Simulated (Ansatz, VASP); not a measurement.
**Two plane-wave programs on Co**

```xyz
1
Lattice="2.3270 0.0000 0.0000 0.0000 2.3270 0.0000 0.0000 0.0000 2.3270" Properties=species:S:1:pos:R:3 pbc="T T T"
Co    0.0000    0.0000    0.0000
```

Alike in both runs: task single point; functional r2SCAN; k mesh 7 × 7 × 7; occupations fermi-dirac, width 0.1 eV; collinear spin.

```csv
,VASP,Ansatz
version,VASP 6.6.1,Ansatz 0.2.0
potentials or method,"VASP PAW PBE potentials, release 64 (Co), cutoff 520 eV","plane waves (500 eV) with PAW, scalar-relativistic"
valence electrons in the cell,9,17
```

```tsv
	VASP	Ansatz	Ansatz less VASP
net moment per atom (μB)	1.99	2.00	+0.009
size of the moment on the site where the two differ most (μB)	2.03	2.06	+0.033
```

VASP's potentials were made for PBE, not for r2SCAN. Site moments also hang on the region over which each program counts them. VASP's potentials hold 9 valence electrons a cell and Ansatz's 17, so a difference there can come from the potentials and not from the codes. Ansatz's warnings: stability check not made.

The k mesh is coarse, so the values compare programs but aren't converged.
